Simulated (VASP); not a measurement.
A run of VASP 6.6.1 is set up as follows.

Contents of INCAR:

```
SYSTEM = C
PREC = Accurate ; ENCUT = 520
EDIFF = 1E-6 ; ISMEAR = 1
SIGMA = 0.1 ; LREAL = .False.
LASPH = .True. ; NELM = 100
ALGO = Normal ; ISIF = 2
LWAVE = .False. ; LCHARG = .False.
GGA = PS ; NBANDS = 16
```

KPOINTS

```
Automatic mesh
0
Gamma
  10 10 3
  0 0 0
```

Contents of POSCAR:

```
C
1.0
    1.2280480000     -2.1270620000      0.0000000000
    1.2280480000      2.1270620000      0.0000000000
    0.0000000000      0.0000000000      7.1732680000
C
4
Direct
    0.0833790000      0.9166210000      0.7531380000
    0.5833790000      0.4166210000      0.2468620000
    0.9166210000      0.0833790000      0.2468620000
    0.4166210000      0.5833790000      0.7531380000
```

Potentials or basis: VASP PAW PBE potentials, release 64 (C).

The run is started by

```bash
$ cat potpaw_PBE.64/C/POTCAR > POTCAR
$ mpirun -np 1 vasp_std > vasp.out
```

Question: Predict the largest force.

Answer: 0.017 eV/Å.

Question: What does it give for the band gap on the k mesh?

Answer: 1.25 eV.

Stress tensor (GPa, compression positive):
```
2.31 0.00 0.00
0.00 2.08 0.00
0.00 0.00 0.32
```

Caveat: the PAW data sets were made with another functional, which shifts forces and pressure a little; this functional lacks dispersion, which binds the layers, so the pressure and a relaxed spacing across them are unreliable. A k mesh can miss the band edges.
